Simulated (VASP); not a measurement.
Crystal: HfSb3Pb2.

```xyz
6
Lattice="3.8912 -2.4210 0.0000 3.8912 2.4210 0.0000 -2.4749 0.0000 8.7854" Properties=species:S:1:pos:R:3 pbc="T T T"
Hf    2.6538    0.0000    4.3927
Sb    0.0000    0.0000    0.0000
Sb    2.8715    0.0000    0.6360
Sb    2.4360    0.0000    8.1494
Pb    5.2789    0.0000    2.4783
Pb    0.0286    0.0000    6.3071
```

```yaml
Program: VASP 6.6.1
Task: relaxation of cell and atoms
Functional: PBE
Potentials_or_basis: VASP PAW PBE potentials, release 64 (Hf_pv, Sb, Pb_d)
Cutoff: 600 eV
k_mesh: 4 × 4 × 2
Occupations: gaussian, width 0.1 eV
Spin: no spin polarisation
```

At the start: pressure 17.4 GPa; volume 27.59 Å³/atom.

Q: Where does the relaxation end?

A: Over 31 steps the energy falls by 1063.6 meV/atom and the volume is 30.71 Å³/atom (+11.3 %); space group C2/m (No. 12, to 0.1 Å) before, R-3m (No. 166, to 0.1 Å).

The path:
| step | energy change (eV) | largest force (eV/Å) | pressure (GPa) | volume (Å³) |
| --- | --- | --- | --- | --- |
| 1 | 0.0000 | 9.4205 | 17.37 | 165.53 |
| 2 | -2.5760 | 0.7424 | -7.30 | 246.50 |
| 3 | -3.6918 | 1.3140 | -2.94 | 204.43 |
| 4 | -3.6924 | 1.3402 | -2.76 | 203.61 |
| 5 | -4.2600 | 1.3393 | -1.32 | 191.53 |
| 6 | -4.7554 | 1.7738 | 9.54 | 157.29 |
| 7 | -4.8361 | 1.6165 | 3.71 | 170.19 |
| 8 | -4.8739 | 1.7183 | 5.41 | 165.58 |
| 9 | -5.1519 | 1.6192 | 4.94 | 165.94 |
| 10 | -5.3427 | 1.1879 | 5.37 | 166.70 |
| 11 | -5.3960 | 1.3264 | 4.92 | 166.50 |
| 12 | -5.6647 | 1.1529 | 1.98 | 173.48 |
| 13 | -5.8274 | 0.8705 | -2.57 | 189.12 |
| 14 | -5.8346 | 0.9072 | -1.94 | 186.43 |
| 15 | -5.9540 | 0.8175 | -1.71 | 185.26 |
| 16 | -6.1718 | 0.4779 | -0.68 | 181.79 |
| 17 | -5.9018 | 1.1777 | 3.41 | 173.88 |
| 18 | -6.2046 | 0.5982 | -0.03 | 180.22 |
| 19 | -6.2054 | 0.6226 | 0.10 | 179.90 |
| 20 | -6.2515 | 0.4677 | 0.27 | 179.77 |
| 21 | -6.2900 | 0.1675 | 0.77 | 179.48 |
| 22 | -6.3135 | 0.1474 | -0.33 | 183.77 |
| 23 | -6.3146 | 0.1433 | -0.61 | 184.98 |
| 24 | -6.3374 | 0.1577 | -0.44 | 184.90 |
| 25 | -6.3488 | 0.1829 | -0.23 | 184.76 |
| 26 | -6.3607 | 0.1714 | 0.26 | 183.15 |
| 27 | -6.3638 | 0.1653 | 0.66 | 181.89 |
| 28 | -6.3707 | 0.1296 | 0.47 | 182.53 |
| 29 | -6.3785 | 0.0532 | -0.03 | 184.26 |
| 30 | -6.3798 | 0.0475 | -0.04 | 184.25 |
| 31 | -6.3816 | 0.0353 | -0.06 | 184.23 |

Final structure:
```
CELL_PARAMETERS angstrom
4.20621 -2.45986 -0.02063
4.20621 2.45986 -0.02063
-2.79350 0.00000 8.91659
ATOMIC_POSITIONS crystal
Hf 0.50000 0.50000 0.50000
Sb 0.00000 0.00000 0.00000
Sb 0.38804 0.38804 0.16721
Sb 0.61196 0.61196 0.83279
Pb 0.79570 0.79570 0.37292
Pb 0.20430 0.20430 0.62708
```

Caveat: the k points lie up to 0.37 Å⁻¹ apart in the final cell, too coarse for converged energies and pressures of a metal; an odd number of electrons without spin polarisation forces a metal; a magnetic or distorted state may lie lower.
